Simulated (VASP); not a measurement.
Here is a VASP 6.6.1 calculation.

Contents of INCAR:

```
SYSTEM = Cr
PREC     = Accurate       ! precision mode
ENCUT    = 600            ! plane-wave cutoff, eV
EDIFF    = 1E-6           ! SCF threshold, eV
ISMEAR   = -1             ! smearing method
SIGMA    = 0.05           ! smearing width, eV
LREAL    = .FALSE.        ! projectors in reciprocal space
LASPH    = .TRUE.         ! aspherical terms in the spheres
NELM     = 200            ! most SCF steps
ALGO     = Normal         ! electronic algorithm
ISIF     = 2              ! what is computed and relaxed
LWAVE    = .FALSE.        ! write WAVECAR
LCHARG   = .FALSE.        ! write CHGCAR
ISPIN    = 2              ! spin polarisation
MAGMOM   = 3 3            ! initial moments
LORBIT   = 11             ! projections on sites
LMAXMIX  = 4              ! l up to which the mixer works
GGA      = PS             ! functional
NBANDS   = 25             ! bands
GGA_COMPAT= .FALSE.
```

KPOINTS

```
Automatic mesh
0
G
  11 11 6
  0 0 0
```

File POSCAR:

```
Cr
1.0
    2.7140000000      0.0000000000      0.0000000000
   -1.3570000000      2.3503929459      0.0000000000
    0.0000000000      0.0000000000      4.4100000000
Cr
2
Direct
    0.6666666667      0.3333333333      0.7500000000
    0.3333333333      0.6666666667      0.2500000000
```

Potentials or basis: VASP PAW PBE potentials, release 64 (Cr_sv).

The run is started by

```console
$ cat potpaw_PBE.64/Cr_sv/POTCAR > POTCAR
$ mpirun -np 1 vasp_std > vasp.out
```

Q: What does it give for the net moment?

A: 1.65 μB per cell.

Q: Predict the site moments.

A: Cr +0.69 μB.

Q: What does it give for the pressure?

A: -34.2 GPa.

Stress tensor (GPa, compression positive):
```
-35.73   0.00   0.00
  0.00 -35.73   0.00
  0.00   0.00 -31.00
```

Caveat: the cell stands under tension; the PAW data sets were made with another functional, which shifts forces and pressure a little.
